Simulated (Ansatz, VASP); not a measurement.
**Two plane-wave programs on ScF3**

```xyz
4
Lattice="3.8520 0.0000 0.0000 0.0000 3.8520 0.0000 0.0000 0.0000 3.8520" Properties=species:S:1:pos:R:3 pbc="T T T"
Sc    0.0000    0.0000    0.0000
F     1.9260    0.0000    0.0000
F     0.0000    1.9260    0.0000
F     0.0000    0.0000    1.9260
```

Change from the starting cell: strain -0.040 along x and y, -0.040 along z, atoms carried along.

Alike in both runs: task single point; functional LDA; k mesh 6 × 6 × 6; occupations gaussian, width 0.05 eV; no spin polarisation.

```csv
,VASP,Ansatz
version,VASP 6.6.1,Ansatz 0.2.0
potentials or method,"VASP PAW LDA potentials, release 64 (Sc_sv, F_h), cutoff 910 eV","scalar-relativistic, plane waves, PAW"
valence electrons in the cell,32,32
```

```csv
,VASP,Ansatz,Ansatz less VASP
gap on the k mesh at the Fermi level (eV),6.80,6.82,+0.017
least direct gap on the mesh (eV),7.30,7.34,+0.037
```

LDA's correlation is that of Perdew and Zunger in VASP and of Perdew and Wang (1992) in Ansatz.

Noted on VASP's run: the cutoff is short for stress, so the pressure is rough.
